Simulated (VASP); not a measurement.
# PtC3 (Pm-3m) in VASP: notebook, part 2 of 2

VASP 6.6.1. The steps go on from the part before.

**6. Relaxation of cell and atoms, PBE**

This run uses another cell than the first one, of 9.74 Å³/atom.

INCAR

```
  PREC = Accurate
  ENCUT = 600
  EDIFF = 1E-6
  ISMEAR = 0
  SIGMA = 0.1
  LREAL = False
  LASPH = True
  NELM = 60
  ALGO = Normal
  ISIF = 3
  LWAVE = False
  LCHARG = False
  GGA = PE
  IBRION = 2
  NSW = 100
  EDIFFG = -0.01
```

KPOINTS

```
Automatic mesh
0
Gamma
  14 14 14
```

POSCAR

```
PtC3
1.0
    3.3901113923      0.0000000000      0.0000000000
    0.0000000000      3.3901113923      0.0000000000
    0.0000000000      0.0000000000      3.3901113923
Pt C
1 3
Direct
    0.0000000000      0.0000000000      0.0000000000
    0.0000000000      0.5000000000      0.5000000000
    0.5000000000      0.0000000000      0.5000000000
    0.5000000000      0.5000000000      0.0000000000
```

Potentials or basis: VASP PAW PBE potentials, release 64 (Pt, C).

Started as:

```
$ cat potpaw_PBE.64/Pt/POTCAR potpaw_PBE.64/C/POTCAR > POTCAR
$ mpirun -np 1 vasp_std > vasp.out
```

OUTCAR:

```text
PREC = Accurate
   ENCUT = 600
   EDIFF = 1E-6
   ISMEAR = 0
   LREAL = False
   LASPH = True
   NELM = 60
   ISIF = 3
   GGA = PE
   IBRION = 2
   NSW = 100
   EDIFFG = -0.01

 ion  position               nearest neighbor table
   1  0.000  0.000  0.000-   2 2.40   3 2.40   4 2.40   2 2.40   3 2.40   2 2.40   4 2.40   2 2.40
                             3 2.40   4 2.40   3 2.40   4 2.40
   2  0.000  0.500  0.500-   1 2.40   1 2.40   1 2.40   1 2.40
   3  0.500  0.000  0.500-   1 2.40   1 2.40   1 2.40   1 2.40
   4  0.500  0.500  0.000-   1 2.40   1 2.40   1 2.40   1 2.40

  LATTYP: Found a simple cubic cell.
 ALAT       =     3.3901113923

  Lattice vectors:

 A1 = (   3.3901113923,   0.0000000000,   0.0000000000)
 A2 = (   0.0000000000,   3.3901113923,   0.0000000000)
 A3 = (   0.0000000000,   0.0000000000,   3.3901113923)

[... 278 lines left out ...]
      4       3.8633      2.00000
      5       3.8633      2.00000
      6       3.8633      2.00000
      7       5.2329      2.00000
      8       5.2329      2.00000
      9       5.2329      2.00000
     10       7.0824      2.00000
     11       7.0824      2.00000
     12       9.2942      0.00000
     13       9.2942      0.00000
     14       9.2942      0.00000
[... 401 lines left out ...]
      2      -2.4805      2.00000
      3      -0.4111      2.00000
      4       2.3269      2.00000
      5       2.7092      2.00000
      6       3.9690      2.00000
      7       4.3635      2.00000
      8       5.4780      2.00000
      9       6.0214      2.00000
     10       8.0483      2.00000
     11       8.2276      1.99984
     12       9.0158      0.00000
     13      10.0228      0.00000
     14      11.3953      0.00000
     15      11.5208      0.00000

 [... further k-points ...]

------------------------ aborting loop because EDIFF is reached ----------------------------------------

  FORCE on cell =-STRESS in cart. coord.  units (eV):
  Direction    XX          YY          ZZ          XY          YZ          ZX
  --------------------------------------------------------------------------------------
  -------------------------------------------------------------------------------------
  Total        0.0003026      0.0003026      0.0003026     -0.0000000      0.0000000     -0.0000000
  in kB        0.0124861      0.0124861      0.0124861     -0.0000000      0.0000000     -0.0000000
  external PRESSURE =       0.0124861 kB  Pullay stress =       0.0000000 kB
[... 19 lines left out ...]
  FREE ENERGIE OF THE ION-ELECTRON SYSTEM (eV)
  ---------------------------------------------------
  free  energy   TOTEN  =       -20.4919576873 eV

  energy  without entropy=      -20.4826603243  energy(sigma->0) =      -20.48730901

 reached required accuracy - stopping structural energy minimisation
```

Run time: 56 s. Hardware: 1 thread of Intel Xeon 6975P-C (Granite Rapids), shared host; peak memory 0.23 GiB.

What came out:

* Free energy: -20.4920 eV
* Relaxed volume: 9.71 Å³/atom
* Relaxed cell: a = 3.386 Å, b = 3.386 Å, c = 3.386 Å, α = 90.00°, β = 90.00°, γ = 90.00°
* Space group after relaxing (to 0.1 Å): Pm-3m (No. 221)
* Energy gained by relaxing: 0.1 meV/atom
* Ionic steps: 3
* Pressure after relaxing: 0.0 GPa
* Band gap on the k mesh: zero (bands 11 and 12 overlap by 1.05 eV)

The path:
```
step  energy change (eV)  largest force (eV/Å)  pressure (GPa)  volume (Å³)
   1              0.0000                0.0000           -0.64        38.96
   2             -0.0001                0.0000            0.46        38.74
   3             -0.0003                0.0000            0.00        38.83
```

Final structure:
```cif
data_structure
_symmetry_space_group_name_H-M 'P 1'
_symmetry_Int_Tables_number 1
_cell_length_a 3.3863
_cell_length_b 3.3863
_cell_length_c 3.3863
_cell_angle_alpha 90.000
_cell_angle_beta 90.000
_cell_angle_gamma 90.000
_cell_volume 38.83
loop_
_atom_site_label
_atom_site_type_symbol
_atom_site_fract_x
_atom_site_fract_y
_atom_site_fract_z
_atom_site_occupancy
Pt1 Pt 0.00000 0.00000 0.00000 1
C1 C 0.00000 0.50000 0.50000 1
C2 C 0.50000 0.00000 0.50000 1
C3 C 0.50000 0.50000 0.00000 1
```

Levels at points of the mesh, in eV from the Fermi level:
| k point | band 8 | band 9 | band 10 | band 11 | band 12 | band 13 | band 14 | band 15 |
| --- | --- | --- | --- | --- | --- | --- | --- | --- |
| (0.00, 0.00, 0.00) | -3.26 | -3.26 | -1.41 | -1.41 | 0.80 | 0.80 | 0.80 | 3.35 |
| (0.50, 0.00, 0.00) | -2.91 | -1.29 | -1.29 | -0.18 | 0.71 | 0.71 | 0.75 | 3.69 |
| (0.50, 0.50, 0.00) | -1.96 | -1.91 | -0.45 | -0.34 | -0.30 | -0.30 | 3.40 | 3.40 |
| (0.50, 0.50, 0.50) | -2.40 | -2.40 | -0.59 | -0.59 | -0.59 | 1.08 | 3.95 | 3.95 |

Caveat: spin-orbit coupling is left out, which moves the levels of the heavy elements.

**7. Overview**

| task | cell | k mesh | cutoff (eV) | gap on the mesh (eV) | pressure (GPa) | relaxed volume (Å³/atom) |
| --- | --- | --- | --- | --- | --- | --- |
| single point | a = 3.334 Å, 4 atoms | 6 × 6 × 6 | 520 | none | 9.9 | - |
| single point | a = 3.390 Å, 4 atoms | 6 × 6 × 6 | 520 | none | -0.1 | - |
| relaxation of cell and atoms | relaxed from a = 3.334 Å, 4 atoms | 6 × 6 × 6 | 600 | none | 0.0 | 9.73 |
| single point | a = 3.387 Å, 4 atoms | 14 × 14 × 14 | 520 | none | -0.1 | - |
| relaxation of cell and atoms | relaxed from a = 3.390 Å, 4 atoms | 14 × 14 × 14 | 600 | none | 0.0 | 9.71 |

Alike in all rows: level PBE; potentials or basis VASP PAW PBE potentials, release 64 (Pt, C); no spin polarisation; smearing gaussian 0.1 eV.

Caveats: spin-orbit coupling is left out, which moves the levels of the heavy elements; the cell stands under pressure (at least some runs).

Total energies depend on the potentials used, so only differences within one code and one set of settings carry meaning.
